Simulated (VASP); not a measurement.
A run of VASP 6.6.1:

INCAR

```
ALGO = Normal ; EDIFF = 1E-6
ENCUT = 700 ; GGA = PE
GGA_COMPAT = False ; ISIF = 2
ISMEAR = -1 ; LASPH = True
LCHARG = False ; LREAL = False
LWAVE = False ; NBANDS = 64
NELM = 120 ; PREC = Accurate
SIGMA = 0.02
```

The input KPOINTS:

```
k-points
0
Gamma
  6 6 6
```

File POSCAR:

```
CdAs2C
1.0
   -2.8679541182      2.8679541182      4.4997870049
    2.8679541182     -2.8679541182      4.4997870049
    2.8679541182      2.8679541182     -4.4997870049
Cd As C
2 4 2
Direct
    0.0000000000      0.0000000000      0.0000000000
    0.7500000000      0.2500000000      0.5000000000
    0.3750000000      0.4615929393      0.5865929393
    0.2115929393      0.6250000000      0.0865929393
    0.8750000000      0.7884070607      0.4134070607
    0.5384070607      0.1250000000     -0.0865929393
    0.5000000000      0.5000000000      0.0000000000
    0.2500000000      0.7500000000      0.5000000000
```

Potentials or basis: VASP PAW PBE potentials, release 64 (Cd_sv_GW, As_d, C).

Run with:

```console
$ cat potpaw_PBE.64/Cd_sv_GW/POTCAR potpaw_PBE.64/As_d/POTCAR potpaw_PBE.64/C/POTCAR > POTCAR
$ mpirun -np 1 vasp_std > vasp.out
```

Hardware: 1 thread of Intel(R) Xeon(R) Platinum 8375C CPU @ 2.90GHz (Ice Lake), on a shared host.

Question: Estimate the wall time of this run.

Answer: Wall time 12 min on 1 thread of Intel(R) Xeon(R) Platinum 8375C CPU @ 2.90GHz (Ice Lake) (shared host), peak memory 0.65 GiB. Counts: scf iterations 15, k points 30.
